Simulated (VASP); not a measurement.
Runs of VASP 6.6.1 on KI. The structure is that of space group Fm-3m (No. 225), or close to it. The cells are those of the table. 

| task | level | potentials or basis | spin | cell | k mesh | cutoff (eV) | smearing | grid for exact exchange (PRECFOCK) | share of exact exchange | screening parameter | gap on the mesh (eV) | pressure (GPa) | relaxed volume (Å³/atom) |
| --- | --- | --- | --- | --- | --- | --- | --- | --- | --- | --- | --- | --- | --- |
| single point | PBE0 | VASP PAW PBE potentials, release 64 (K_sv, I) | off | a = 5.013 Å, angles 60.0°, 2 atoms | 4 × 4 × 4 | 520 | gaussian 0.01 eV | Normal | 0.25 | - | 5.64 | 0.2 | - |
| single point | r2SCAN | VASP PAW PBE potentials, release 64 (K_sv, I) | off | a = 5.013 Å, angles 60.0°, 2 atoms | 6 × 6 × 6 | 520 | fermi-dirac 0.02 eV | - | - | - | (b) | 0.0 | - |
| single point | PBE | VASP PAW PBE potentials, release 64 (K_sv, I) | off | a = 5.074 Å, angles 60.0°, 2 atoms | 6 × 6 × 6 | 520 | fermi-dirac 0.02 eV | - | - | - | 3.86 | (d) | - |
| single point | HF | VASP PAW PBE potentials, release 64 (K_sv, I) | off | a = 5.013 Å, angles 60.0°, 2 atoms | 4 × 4 × 4 | 520 | gaussian 0.01 eV | Normal | 1 | - | (c) | 1.6 | - |
| relaxation of cell and atoms | PBE | VASP PAW PBE potentials, release 64 (K_sv, I) | off | relaxed from a = 4.996 Å, angles 60.0°, 2 atoms | 6 × 6 × 6 | 600 | fermi-dirac 0.02 eV | - | - | - | (a) | 0.0 | 46.44 |
| single point | PBE | VASP PAW PBE potentials, release 64 (K_sv, I) | non-collinear, zero start, SOC | a = 5.013 Å, angles 60.0°, 2 atoms | 6 × 6 × 6 | 520 | gaussian 0.01 eV | - | - | - | - | 0.5 | - |
| single point | PBEsol | VASP PAW PBE potentials, release 64 (K_sv, I) | off | a = 4.956 Å, angles 60.0°, 2 atoms | 6 × 6 × 6 | 520 | fermi-dirac 0.02 eV | - | - | - | 3.86 | 0.0 | - |
| relaxation of cell and atoms | LDA | VASP PAW LDA potentials, release 64 (K_sv, I) | off | relaxed from a = 5.074 Å, angles 60.0°, 2 atoms | 6 × 6 × 6 | 600 | fermi-dirac 0.02 eV | - | - | - | 3.87 | 0.0 | 39.75 |
| single point | PBE | VASP PAW PBE potentials, release 64 (K_sv, I) | off | a = 5.013 Å, angles 60.0°, 2 atoms | 4 × 4 × 4 | 520 | gaussian 0.01 eV | - | - | - | 3.94 | 0.5 | - |
| relaxation of cell and atoms | r2SCAN | VASP PAW PBE potentials, release 64 (K_sv, I) | off | relaxed from a = 5.074 Å, angles 60.0°, 2 atoms | 6 × 6 × 6 | 600 | fermi-dirac 0.02 eV | - | - | - | 4.57 | 0.0 | 44.68 |
| single point | LDA | VASP PAW LDA potentials, release 64 (K_sv, I) | off | a = 4.825 Å, angles 60.0°, 2 atoms | 6 × 6 × 6 | 520 | fermi-dirac 0.02 eV | - | - | - | 3.87 | 0.0 | - |
| single point | HSE06 | VASP PAW PBE potentials, release 64 (K_sv, I) | off | a = 5.051 Å, angles 60.0°, 2 atoms | 4 × 4 × 4 | 520 | fermi-dirac 0.02 eV | Normal | 0.25 | 0.2079 1/Å | 4.87 | 0.0 | - |

Q: Estimate the missing entries.

A: (a) 3.85; (b) 4.58; (c) 10.92; (d) 0.1.

Caveats: spin-orbit coupling is left out, which moves the levels of the heavy elements (at least some runs); the PAW data sets were made with another functional, which shifts forces and pressure a little (at least some runs).

A k mesh can miss the band edges, and rows without SOC leave out spin-orbit coupling on I.
